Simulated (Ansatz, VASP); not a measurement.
**Two plane-wave programs on TiC**

INCAR

```
PREC = Accurate
ENCUT = 520
EDIFF = 1E-7
ISMEAR = 0
SIGMA = 0.1
LREAL = F
LASPH = T
NELM = 80
ALGO = Normal
ISIF = 2
LWAVE = F
LCHARG = F
GGA = PS
NBANDS = 15
```

Contents of KPOINTS:

```
Automatic mesh
0
Gamma
  16 16 16
```

POSCAR

```
TiC
1.0
    0.0000000000      2.1887802814      2.1887802814
    2.1887802814      0.0000000000      2.1887802814
    2.1887802814      2.1887802814      0.0000000000
Ti C
1 1
Direct
    0.0000000000      0.0000000000      0.0000000000
    0.5000000000      0.5000000000      0.5000000000
```

Input for Ansatz:

```yaml
crystal:
  lattice:
    - [0.0, 2.1887802814, 2.1887802814]
    - [2.1887802814, 0.0, 2.1887802814]
    - [2.1887802814, 2.1887802814, 0.0]
  atoms:
    - { symbol: Ti, position: [0.0, 0.0, 0.0] }
    - { symbol: C, position: [0.5, 0.5, 0.5] }
basis:
  ecutwfc: 420
kpoints:
  mp_grid: { grid: [16, 16, 16] }
hamiltonian:
  xc: pbesol
scf:
  occupations: { method: gaussian, width: 0.1 }
output:
  forces: true
  stress: true
  eigenvalues: true
```

Alike in both runs: task single point; functional PBEsol; k mesh 16 × 16 × 16; occupations gaussian, width 0.1 eV; no spin polarisation.

|  | VASP | Ansatz |
| --- | --- | --- |
| version | VASP 6.6.1 | Ansatz 0.2.0 |
| potentials or method | VASP PAW PBE potentials, release 64 (Ti_sv, C), cutoff 520 eV | scalar-relativistic, plane waves, PAW |
| valence electrons in the cell | 16 | 16 |

```tsv
	VASP	Ansatz	Ansatz less VASP
gap on the k mesh at the Fermi level (eV)	none	none	-
pressure (GPa)	-13.6	-13.9	-0.29
```

VASP's potentials were made for PBE, not for PBEsol. A gap of «none» marks a metal or a gap that the smearing closes.
